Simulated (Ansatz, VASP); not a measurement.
# Two plane-wave programs on RbMgH2

```
Rb Mg H
1.0
     3.92965    0.00000    0.00000
    -1.96482    3.40318    0.00000
     0.00000    0.00000   11.91642
Rb Mg H
2 2 4
Direct
  0.00000 0.00000 0.00000
  0.00000 0.00000 0.50000
  0.66667 0.33333 0.25000
  0.33333 0.66667 0.75000
  0.00000 0.00000 0.25000
  0.00000 0.00000 0.75000
  0.33333 0.66667 0.25000
  0.66667 0.33333 0.75000
```

Alike in both runs: functional PBE; k mesh 6 × 6 × 2; occupations gaussian, width 0.1 eV; no spin polarisation.

Ansatz relaxed the structure, and its values are those at the end. VASP's run is a single point on that final structure, the one shown.

```csv
,VASP,Ansatz
version,VASP 6.6.1,Ansatz 0.2.0
potentials or method,"VASP PAW PBE potentials, release 64 (Rb_sv, Mg, H), cutoff 520 eV","scalar-relativistic, plane waves, PAW"
valence electrons in the cell,26,42
```

```tsv
	VASP	Ansatz	Ansatz less VASP
gap on the k mesh at the Fermi level (eV)	none	none	-
pressure (GPa)	0.0	0.0	+0.07
```

A gap of «none» marks a metal or a gap that the smearing closes. VASP's potentials hold 26 valence electrons a cell and Ansatz's 42, so a difference there can come from the potentials and not from the codes.
